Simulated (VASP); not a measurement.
A run of VASP 6.6.1 is set up as follows.

File INCAR:

```
  PREC = Accurate
  ENCUT = 520
  EDIFF = 1E-7
  ISMEAR = -1
  SIGMA = 0.05
  LREAL = F
  LASPH = T
  NELM = 150
  ALGO = Normal
  ISIF = 2
  LWAVE = F
  LCHARG = F
  ISPIN = 2
  MAGMOM = 3.68
  LORBIT = 11
  NUPDOWN = 3.68
  LMAXMIX = 4
  LDAU = T
  LDAUTYPE = 2
  LDAUL = 2
  LDAUU = 5.3
  LDAUJ = 0
  LDAUPRINT = 1
  GGA = PE
  NBANDS = 14
```

Contents of KPOINTS:

```
regular mesh
0
Gamma
  12 12 12
```

POSCAR

```
Fe
1.0
   -1.4304000000      1.4304000000      1.4304000000
    1.4304000000     -1.4304000000      1.4304000000
    1.4304000000      1.4304000000     -1.4304000000
Fe
1
Direct
    0.0000000000      0.0000000000      0.0000000000
```

Potentials or basis: VASP PAW PBE potentials, release 64 (Fe).

Launch:

```sh
$ cat potpaw_PBE.64/Fe/POTCAR > POTCAR
$ mpirun -np 1 vasp_std > vasp.out
```

Predict the pressure.

42.6 GPa.

Eigenvalues of the final occupation matrices:
```
    site  spin  trace               eigenvalues
site 1 d     1   4.83  0.96 0.96 0.96 0.97 0.97
site 1 d     2   1.21  0.22 0.22 0.25 0.25 0.25
```

Caveat: the total moment is fixed, so each spin has its own Fermi level; the U is typed as a test and isn't derived for this compound. The state reached can hang on the start; a lower one may exist.
